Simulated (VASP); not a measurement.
# Ir (I4/mmm) in VASP: notebook, part 2 of 2

VASP 6.6.1. Earlier steps stand in the parts before.

## Step 3: Single point, r2SCAN (strain -0.030 along x and y, +0.015 along z)

Contents of POSCAR:

```
Ir
1.0
    0.0000000000      1.8621090000      1.9484955000
    1.8621090000      0.0000000000      1.9484955000
    1.8621090000      1.8621090000      0.0000000000
Ir
1
Direct
    0.0000000000      0.0000000000      0.0000000000
```

Contents of INCAR.step1:

```
SYSTEM = Ir
PREC = Accurate
ENCUT = 520
ISMEAR = 0
SIGMA = 0.15
LREAL = .FALSE.
LASPH = .TRUE.
NELM = 60
NBANDS = 10
GGA = PE
ALGO = Normal
EDIFF = 1E-4
LWAVE = .TRUE.
LCHARG = .FALSE.
```

Contents of INCAR.step2:

```
SYSTEM = Ir
PREC = Accurate
ENCUT = 520
EDIFF = 1E-6
ISMEAR = 0
SIGMA = 0.15
LREAL = .FALSE.
LASPH = .TRUE.
NELM = 60
ALGO = Normal
ISIF = 2
LWAVE = .FALSE.
LCHARG = .FALSE.
METAGGA = R2SCAN
LMIXTAU = .TRUE.
NBANDS = 10
ISTART = 1
```

Contents of KPOINTS:

```
regular mesh
0
G
  22 22 22
  0 0 0
```

Potentials or basis: VASP PAW PBE potentials, release 64 (Ir).

The run is started by

```sh
cat potpaw_PBE.64/Ir/POTCAR > POTCAR
cp INCAR.step1 INCAR
mpirun -np 1 vasp_std > vasp.out
cp INCAR.step2 INCAR
mpirun -np 1 vasp_std > vasp.out
```

OUTCAR:

```text
SYSTEM = Ir
   PREC = Accurate
   ENCUT = 520
   EDIFF = 1E-6
   ISMEAR = 0
   LREAL = .FALSE.
   LASPH = .TRUE.
   NELM = 60
   ISIF = 2
   METAGGA = R2SCAN
   ISTART = 1

 ion  position               nearest neighbor table
   1  0.000  0.000  0.000-

  LATTYP: Found a body centered tetragonal cell.
 ALAT       =     2.6334198024
 C/A-ratio  =     1.4798214081

  Lattice vectors:

 A1 = (  -1.8621090000,   0.0000000000,   1.9484955000)
 A2 = (   1.8621090000,   0.0000000000,   1.9484955000)
 A3 = (   0.0000000000,   1.8621090000,  -1.9484955000)

Analysis of symmetry for initial positions (statically):
=====================================================================
 Subroutine PRICEL returns:
 Original cell was already a primitive cell.

 Routine SETGRP: Setting up the symmetry group for a
 body centered tetragonal supercell.

 Subroutine GETGRP returns: Found 16 space group operations
 (whereof 16 operations were pure point group operations)
 out of a pool of 16 trial point group operations.

The static configuration has the point symmetry D_4h.

Analysis of symmetry for dynamics (positions and initial velocities):
=====================================================================
 Subroutine PRICEL returns:
 Original cell was already a primitive cell.

 Routine SETGRP: Setting up the symmetry group for a
 body centered tetragonal supercell.

 Subroutine GETGRP returns: Found 16 space group operations
 (whereof 16 operations were pure point group operations)
 out of a pool of 16 trial point group operations.

The dynamic configuration has the point symmetry D_4h.

 Subroutine INISYM returns: Found 16 space group operations
 (whereof 16 operations are pure point group operations),
 and found     1 'primitive' translations

----------------------------------------------------------------------------------------

                                     Primitive cell

  volume of cell :      13.5126

  direct lattice vectors                    reciprocal lattice vectors
     0.000000000  1.862109000  1.948495500    -0.268512745  0.268512745  0.256608240
     1.862109000  0.000000000  1.948495500     0.268512745 -0.268512745  0.256608240
     1.862109000  1.862109000  0.000000000     0.268512745  0.268512745 -0.256608240

  length of vectors
     2.695196587  2.695196587  2.633419802     0.458307732  0.458307732  0.458307732

  position of ions in fractional coordinates (direct lattice)
     0.000000000  0.000000000  0.000000000

  ion indices of the primitive-cell ions
   primitive index   ion index
                 1           1

----------------------------------------------------------------------------------------

 KPOINTS: regular mesh

Automatic generation of k-mesh.
 Grid dimensions read from file:
 generate k-points for:   22   22   22

 Generating k-lattice:

  Cartesian coordinates                     Fractional coordinates (reciprocal lattice)
    -0.012205125  0.012205125  0.011664011     0.045454545  0.000000000  0.000000000
     0.012205125 -0.012205125  0.011664011     0.000000000  0.045454545  0.000000000
     0.012205125  0.012205125 -0.011664011    -0.000000000 -0.000000000  0.045454545

  Length of vectors
     0.020832170  0.020832170  0.020832170

  Shift w.r.t. Gamma in fractional coordinates (k-lattice)
     0.000000000  0.000000000  0.000000000

 Subroutine IBZKPT returns following result:
 ===========================================

 Found    834 irreducible k-points:

 Following reciprocal coordinates:
            Coordinates               Weight
  0.000000  0.000000  0.000000      1.000000
  0.045455  0.000000  0.000000      8.000000
  0.090909  0.000000  0.000000      8.000000
  0.136364  0.000000  0.000000      8.000000
  0.181818  0.000000  0.000000      8.000000
  0.227273  0.000000  0.000000      8.000000
[... 16 lines left out ...]
  0.500000  0.045455  0.000000      8.000000
 -0.454545  0.045455  0.000000      8.000000
 [... further k-points ...]
   k-points           NKPTS =    834   k-points in BZ     NKDIM =    834   number of bands    NBANDS=     10
   number of dos      NEDOS =    301   number of ions     NIONS =      1
   total plane-waves  NPLWV =   8000
   dimension x,y,z NGX =    20 NGY =   20 NGZ =   20
   dimension x,y,z NGXF=    40 NGYF=   40 NGZF=   40
   ions per type =               1
   NGX,Y,Z   is equivalent  to a cutoff of  12.34, 12.34, 12.63 a.u.
   NGXF,Y,Z  is equivalent  to a cutoff of  24.67, 24.67, 25.25 a.u.
 SYSTEM =  Ir
   PREC   = accura    normal or accurate (medium, high low for compatibility)
   ISTART =      1    job   : 0-new  1-cont  2-samecut
   ICHARG =      0    charge: 1-file 2-atom 10-const
   ISPIN  =      1    spin polarized calculation?
   LNONCOLLINEAR =      F non collinear calculations
   LSORBIT =      F    spin-orbit coupling
   LASPH  =      T    aspherical Exc in radial PAW
   ENCUT  =  520.0 eV  38.22 Ry    6.18 a.u.   5.01  5.01  4.90*2*pi/ulx,y,z
   NELM   =     60;   NELMIN=  2; NELMDL=  0     # of ELM steps
   EDIFF  = 0.1E-05   stopping-criterion for ELM
   LREAL  =      F    real-space projection
   EDIFFG = 0.1E-04   stopping-criterion for IOM
   NSW    =      0    number of steps for IOM
   IBRION =     -1    ionic relax: 0-MD 1-quasi-New 2-CG
   NFREE  =      0    steps in history (QN), initial steepest desc. (CG)
   ISIF   =      2    stress and relaxation
   ISYM   =      2    0-nonsym 1-usesym 2-fastsym
   POTIM  = 0.5000    time-step for ionic-motion
   TEBEG  =    0.0;   TEEND  =   0.0 temperature during run
   PSTRESS=    0.0 pullay stress
   NELECT =       9.0000    total number of electrons
   NUPDOWN=      -1.0000    fix difference up-down
   EMIN   =  10.00;   EMAX   =-10.00  energy-range for DOS
   EFERMI =   0.00;   METHOD = LEGACY
   ISMEAR =     0;   SIGMA  =   0.15  broadening in eV -4-tet -1-fermi 0-gaus
   EFERMI_NEDOS =   21; number of points for ismear=-14 and -15
   IALGO  =     38    algorithm
   IMIX   =      4    mixing-type and parameters
     AMIX     =   0.40;   BMIX     =  1.00
     AMIX_MAG =   1.60;   BMIX_MAG =  1.00
  volume/ion in A,a.u.               =      13.51        91.19
  Fermi-wavevector in a.u.,A,eV,Ry     =   1.429692  2.701726 27.810567  2.044019
  Thomas-Fermi vector in A             =   2.549618
   LORBIT       =      0    0 simple, 1 ext, 2 COOP (PROOUT), +10 PAW based schemes
   METAGGA = R2SCAN    functional components
   LHFCALC =     F    Hartree Fock is set to
   AEXX    =    0.0000 exact exchange contribution
   IVDW    =     0    specifies the selected vdW correction
   LEPSILON=     F    determine dielectric tensor
   LRPA    =     F    only Hartree local field effects (RPA)
 non-spin polarized calculation
 Gauss-broadening in eV      SIGMA  =   0.15
  energy-cutoff  :      520.00
  volume of cell :       13.51
 maximum number of plane-waves:       377
   NGX =  9   NGY =  9   NGZ =  9

 number of electron       9.0000001 magnetization

 Free energy of the ion-electron system (eV)
  ---------------------------------------------------
  ext. energy  EPLUGINS =         0.00000000
  ---------------------------------------------------
  free energy    TOTEN  =       -52.28535660 eV

  energy without entropy =      -52.27456214  energy(sigma->0) =      -52.27995937

 E-fermi :  10.9681     XC(G=0): -15.6461

 val. band max:       10.9665049839   @ k =  -0.0909   0.3182   0.2727
 cond. band min:      10.9709837678   @ k =   0.3636  -0.0000   0.2727
 fundamental gap:      0.0044787839
 Fermi energy:        10.9680566720

 k-point     1 :       0.0000    0.0000    0.0000
  band No.  band energies     occupation
      1      -1.0488      2.00000
      2       6.2686      2.00000
      3       6.9464      2.00000
      4       6.9464      2.00000
      5       9.1659      2.00000
      6      10.0611      2.00000
      7      26.0287      0.00000
      8      31.1246      0.00000
      9      32.6811      0.00000
     10      32.6811      0.00000

 k-point     2 :       0.0455    0.0000    0.0000
  band No.  band energies     occupation
      1      -0.9473      2.00000
      2       6.2851      2.00000
      3       6.9168      2.00000
      4       6.9914      2.00000
      5       9.1443      2.00000
      6      10.0224      2.00000
      7      26.2071      0.00000
      8      31.0591      0.00000
      9      32.3597      0.00000
     10      32.8521      0.00000
[... 274 lines left out ...]
 k-point    24 :      -0.4545    0.0455    0.0000
  band No.  band energies     occupation
      1       2.1562      2.00000
      2       6.1609      2.00000
      3       6.9545      2.00000
      4       9.6215      2.00000
      5      11.7170      0.00000
      6      12.6708      0.00000
      7      19.3386      0.00000
      8      25.7784      0.00000
      9      31.6740      0.00000
     10      32.8780      0.00000

 [... further k-points ...]
[... 5 lines left out ...]
  --------------------------------------------------------------------------------------
  -------------------------------------------------------------------------------------
  Total        2.7021811      2.7021811      0.9939818      0.0000000      0.0000000     -0.0000000
  in kB      320.3947831    320.3947831    117.8553848      0.0000000      0.0000000     -0.0000000
  external PRESSURE =     252.8816503 kB  Pullay stress =       0.0000000 kB

 VOLUME and BASIS-vectors are now :
 -----------------------------------------------------------------------------
  energy-cutoff  :      520.00
  volume of cell :       13.51
      direct lattice vectors                 reciprocal lattice vectors
     0.000000000  1.862109000  1.948495500    -0.268512745  0.268512745  0.256608240
     1.862109000  0.000000000  1.948495500     0.268512745 -0.268512745  0.256608240
     1.862109000  1.862109000  0.000000000     0.268512745  0.268512745 -0.256608240

 POSITION                                       TOTAL-FORCE (eV/Angst)
 -----------------------------------------------------------------------------------
      0.00000      0.00000      0.00000        -0.000000      0.000000     -0.000000
 -----------------------------------------------------------------------------------
    total drift:                                0.000000      0.000000      0.000000

  FREE ENERGIE OF THE ION-ELECTRON SYSTEM (eV)
  ---------------------------------------------------
  free  energy   TOTEN  =       -52.2853566042 eV

  energy  without entropy=      -52.2745621436  energy(sigma->0) =      -52.27995937
```

OSZICAR.step1:

```text
N       E                     dE             d eps       ncg     rms          rms(c)
DAV:   1     0.491663185526E+02    0.49166E+02   -0.44400E+03 16842   0.828E+02
DAV:   2    -0.838538601577E+01   -0.57552E+02   -0.54726E+02 17126   0.200E+02
DAV:   3    -0.926025239788E+01   -0.87487E+00   -0.87238E+00 19504   0.300E+01
DAV:   4    -0.926806209644E+01   -0.78097E-02   -0.78084E-02 19044   0.262E+00
DAV:   5    -0.926821319728E+01   -0.15110E-03   -0.15110E-03 19272   0.345E-01    0.174E+01
DAV:   6    -0.883830880885E+01    0.42990E+00   -0.66709E-01 18720   0.102E+01    0.747E+00
DAV:   7    -0.874461134408E+01    0.93697E-01   -0.26104E-01 20262   0.589E+00    0.147E+00
DAV:   8    -0.874123905493E+01    0.33723E-02   -0.21843E-03 18288   0.529E-01    0.979E-01
DAV:   9    -0.873822902081E+01    0.30100E-02   -0.21769E-03 18792   0.663E-01    0.215E-02
DAV:  10    -0.873823391576E+01   -0.48949E-05   -0.11844E-05  9254   0.359E-02
   1 F= -.87382339E+01 E0= -.87326203E+01  d E =-.112273E-01
```

Wall time 3.7 min (1 thread of Intel Xeon 6975P-C, shared host); peak memory 0.24 GiB.

Results:

```yaml
Free_energy: -52.2854 eV
Pressure: 25.3 GPa
```

Stress tensor (GPa, compression positive):
```
32.04  0.00  0.00
 0.00 32.04  0.00
 0.00  0.00 11.79
```

Levels at points of the mesh, in eV from the Fermi level:
| k point | band 2 | band 3 | band 4 | band 5 | band 6 | band 7 |
| --- | --- | --- | --- | --- | --- | --- |
| (0.00, 0.00, 0.00) | -4.70 | -4.02 | -4.02 | -1.80 | -0.91 | 15.06 |
| (0.50, 0.00, 0.00) | -4.77 | -4.08 | -0.78 | 0.88 | 1.22 | 8.22 |
| (0.50, 0.50, 0.00) | -8.11 | 1.02 | 1.14 | 1.69 | 1.69 | 10.89 |
| (0.50, 0.00, 0.50) | -8.14 | 0.90 | 1.40 | 2.09 | 2.18 | 12.02 |

Caveat: the cell differs from its parent crystal (strain -0.030 along x and y, +0.015 along z); the PAW data sets were made with another functional, which shifts forces and pressure a little; spin-orbit coupling is left out, which moves the levels of the heavy elements.

## Step 4: Single point, r2SCAN (strain -0.030 along x and y, +0.030 along z)

Contents of POSCAR:

```
Ir
1.0
    0.0000000000      1.8621090000      1.9772910000
    1.8621090000      0.0000000000      1.9772910000
    1.8621090000      1.8621090000      0.0000000000
Ir
1
Direct
    0.0000000000      0.0000000000      0.0000000000
```

INCAR.step1, as its differences from that of step 3:

```diff
@@ -7,3 +7,3 @@
 LASPH = .TRUE.
-NELM = 60
+NELM = 80
 NBANDS = 10
```

INCAR.step2, as its differences from that of step 3:

```diff
@@ -3,3 +3,3 @@
 ENCUT = 520
-EDIFF = 1E-6
+EDIFF = 1E-7
 ISMEAR = 0
@@ -8,3 +8,3 @@
 LASPH = .TRUE.
-NELM = 60
+NELM = 80
 ALGO = Normal
```

Contents of KPOINTS:

```
Automatic mesh
0
G
  22 22 22
  0 0 0
```

The run is started by

```sh
cat potpaw_PBE.64/Ir/POTCAR > POTCAR
cp INCAR.step1 INCAR
mpirun -np 1 vasp_std > vasp.out
cp INCAR.step2 INCAR
mpirun -np 1 vasp_std > vasp.out
```

Run time: 4.4 min. Hardware: 1 thread of Intel Xeon 6975P-C, shared host; peak memory 0.24 GiB.

The run converged. Its results:

```
Free energy : -52.2935 eV
Pressure    : 18.6 GPa
```

Stress tensor (GPa, compression positive):
```
27.22  0.00  0.00
 0.00 27.22  0.00
 0.00  0.00  1.36
```

Levels at points of the mesh, in eV from the Fermi level:
| k point | band 1 | band 2 | band 3 | band 4 | band 5 | band 6 | band 7 | band 8 |
| --- | --- | --- | --- | --- | --- | --- | --- | --- |
| (0.00, 0.00, 0.00) | -11.85 | -4.73 | -3.84 | -3.84 | -1.92 | -0.75 | 15.13 | 19.83 |
| (0.50, 0.00, 0.00) | -8.73 | -4.75 | -3.88 | -0.74 | 0.81 | 1.23 | 8.08 | 14.61 |
| (0.50, 0.50, 0.00) | -8.61 | -7.92 | 0.94 | 1.02 | 1.64 | 1.64 | 10.41 | 13.31 |
| (0.50, 0.00, 0.50) | -8.54 | -7.95 | 0.84 | 1.25 | 2.16 | 2.29 | 11.80 | 12.18 |

Caveat: the cell differs from its parent crystal (strain -0.030 along x and y, +0.030 along z); the PAW data sets were made with another functional, which shifts forces and pressure a little; spin-orbit coupling is left out, which moves the levels of the heavy elements.

## Step 5: Single point, r2SCAN (strain +0.000 along x and y, -0.030 along z)

Contents of POSCAR:

```
Ir
1.0
    0.0000000000      1.9197000000      1.8621090000
    1.9197000000      0.0000000000      1.8621090000
    1.9197000000      1.9197000000      0.0000000000
Ir
1
Direct
    0.0000000000      0.0000000000      0.0000000000
```

Contents of INCAR.step1:

```
  PREC = Accurate
  ENCUT = 520
  ISMEAR = 0
  SIGMA = 0.15
  LREAL = False
  LASPH = True
  NELM = 80
  NBANDS = 10
  GGA = PE
  ALGO = Normal
  EDIFF = 1E-4
  LWAVE = True
  LCHARG = False
```

Contents of INCAR.step2:

```
  PREC = Accurate
  ENCUT = 520
  EDIFF = 1E-7
  ISMEAR = 0
  SIGMA = 0.15
  LREAL = False
  LASPH = True
  NELM = 80
  ALGO = Normal
  ISIF = 2
  LWAVE = False
  LCHARG = False
  METAGGA = R2SCAN
  LMIXTAU = True
  NBANDS = 10
  ISTART = 1
```

Contents of KPOINTS:

```
regular mesh
0
Gamma
  22 22 22
```

The run is started by

```sh
cat potpaw_PBE.64/Ir/POTCAR > POTCAR
cp INCAR.step1 INCAR
mpirun -np 1 vasp_std > vasp.out
cp INCAR.step2 INCAR
mpirun -np 1 vasp_std > vasp.out
```

Run time: 4.4 min. Hardware: 1 thread of Intel Xeon 6975P-C, shared host; peak memory 0.24 GiB.

It converged, with:

```
Free energy : -52.3279 eV
Pressure    : 17.5 GPa
```

Stress tensor (GPa, compression positive):
```
13.32  0.00  0.00
 0.00 13.32  0.00
 0.00  0.00 25.71
```

Levels at points of the mesh, in eV from the Fermi level:
| k point | band 2 | band 3 | band 4 | band 5 | band 6 | band 7 |
| --- | --- | --- | --- | --- | --- | --- |
| (0.00, 0.00, 0.00) | -4.30 | -4.30 | -3.88 | -1.60 | -1.05 | 15.08 |
| (0.50, 0.00, 0.00) | -4.55 | -4.09 | -0.75 | 0.89 | 1.14 | 8.03 |
| (0.50, 0.50, 0.00) | -7.98 | 0.90 | 1.71 | 1.71 | 2.29 | 12.12 |
| (0.50, 0.00, 0.50) | -7.93 | 0.92 | 1.46 | 1.58 | 1.87 | 11.25 |

Caveat: the cell differs from its parent crystal (strain +0.000 along x and y, -0.030 along z); the PAW data sets were made with another functional, which shifts forces and pressure a little; spin-orbit coupling is left out, which moves the levels of the heavy elements.

## Step 6: The runs side by side

```tsv
cell	gap on the mesh (eV)	pressure (GPa)
a = 2.654, b = 2.654, c = 2.674 Å, angles 59.7, 59.7, 60.5°, 1 atom	none	32.4
a = 2.695, b = 2.695, c = 2.633 Å, angles 60.8, 60.8, 58.5°, 1 atom	none	25.3
a = 2.716, b = 2.716, c = 2.633 Å, angles 61.0, 61.0, 58.0°, 1 atom	none	18.6
a = 2.674, b = 2.674, c = 2.715 Å, angles 59.5, 59.5, 61.0°, 1 atom	none	17.5
```

Alike in all rows: task single point; level r2SCAN; potentials or basis VASP PAW PBE potentials, release 64 (Ir); no spin polarisation; k mesh 22 × 22 × 22; cutoff (eV) 520; smearing gaussian 0.15 eV.

Caveats: the PAW data sets were made with another functional, which shifts forces and pressure a little; spin-orbit coupling is left out, which moves the levels of the heavy elements.

Total energies depend on the potentials used, so only differences within one code and one set of settings carry meaning.
